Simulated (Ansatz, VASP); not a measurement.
Two plane-wave programs on Si24H9F4

```
CELL_PARAMETERS angstrom
7.66719 0.00000 0.00000
0.00000 7.66719 0.00000
0.00000 0.00000 27.11228
ATOMIC_POSITIONS crystal
Si 0.50000 0.25000 0.32573
Si 0.50000 0.75000 0.32573
Si 0.00000 0.25000 0.32573
Si 0.00000 0.75000 0.32573
Si 0.50000 0.50000 0.37573
Si 0.50000 0.00000 0.37573
Si 0.00000 0.50000 0.37573
Si 0.00000 0.00000 0.37573
Si 0.75000 0.50000 0.42572
Si 0.75000 0.00000 0.42572
Si 0.25000 0.50000 0.42572
Si 0.25000 0.00000 0.42572
Si 0.75000 0.75000 0.47490
Si 0.75000 0.25000 0.47329
Si 0.25000 0.75000 0.47662
Si 0.25000 0.25000 0.47757
Si 0.99847 0.75000 0.52750
Si 0.99255 0.25000 0.52564
Si 0.50153 0.75000 0.52750
Si 0.50745 0.25000 0.52564
Si 0.90919 0.00077 0.57008
Si 0.90919 0.49923 0.57008
Si 0.59081 0.00077 0.57008
Si 0.59081 0.49923 0.57008
H 0.35176 0.25000 0.29098
H 0.35145 0.75000 0.29111
H 0.84915 0.25000 0.29190
H 0.84969 0.75000 0.29178
H 0.65085 0.25000 0.29190
H 0.65031 0.75000 0.29178
H 0.14824 0.25000 0.29098
H 0.14855 0.75000 0.29111
H 0.25000 0.75000 0.54688
F 0.97688 0.00502 0.62661
F 0.97688 0.49498 0.62661
F 0.52312 0.00502 0.62661
F 0.52312 0.49498 0.62661
```

Alike in both runs: task single point; functional PBE; dispersion D3(BJ); k mesh 2 × 2 × 1; occupations gaussian, width 0.05 eV; no spin polarisation.

|  | VASP | Ansatz |
| --- | --- | --- |
| version | VASP 6.6.1 | Ansatz 0.2.0 |
| potentials or method | VASP PAW PBE potentials, release 64 (Si, H, F), cutoff 520 eV | scalar-relativistic, plane waves, PAW |
| valence electrons in the cell | 133 | 133 |

Ansatz gave:

- gap on the k mesh at the Fermi level (eV): none
- rms of the force components (eV/Å): 0.092
- work function, face that differs most (eV): 5.92

Question: Estimate VASP's values.

Answer: gap on the k mesh at the Fermi level (eV): none; rms of the force components (eV/Å): 0.109; work function, face that differs most (eV): 6.10.

A gap of «none» marks a metal or a gap that the smearing closes.

The k mesh is coarse, so the values compare programs but aren't converged.
